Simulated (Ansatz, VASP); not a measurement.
Zn: VASP beside Ansatz

```
Zn
1.0
    -1.56904    1.56904    1.56904
     1.56904   -1.56904    1.56904
     1.56904    1.56904   -1.56904
Zn
1
Cartesian
  0.0000 0.0000 0.0000
```

Alike in both runs: task relaxation of cell and atoms; functional PBE; dispersion D4; k mesh 12 × 12 × 12; occupations fermi-dirac, width 0.05 eV; no spin polarisation.

```csv
,VASP,Ansatz
version,VASP 6.6.1,Ansatz 0.2.0
potentials or method,"VASP PAW PBE potentials, release 64 (Zn)",Ansatz PAW
plane-wave cutoff (eV),600,420
valence electrons in the cell,12,12
```

Ansatz gave:

* gap on the k mesh at the Fermi level, each at its own relaxed structure (eV): none
* relaxed volume (Å³/atom): 14.62
* relaxed cell length with the largest relative difference (Å): 2.668

Problem. Which values does VASP return?

Solution. gap on the k mesh at the Fermi level, each at its own relaxed structure (eV): none; relaxed volume (Å³/atom): 14.67; relaxed cell length with the largest relative difference (Å): 2.671.

A gap of «none» marks a metal or a gap that the smearing closes.

Noted on Ansatz's run: the plane-wave basis is chosen anew once the cell has moved, so the energies of steps on either side of that aren't comparable.
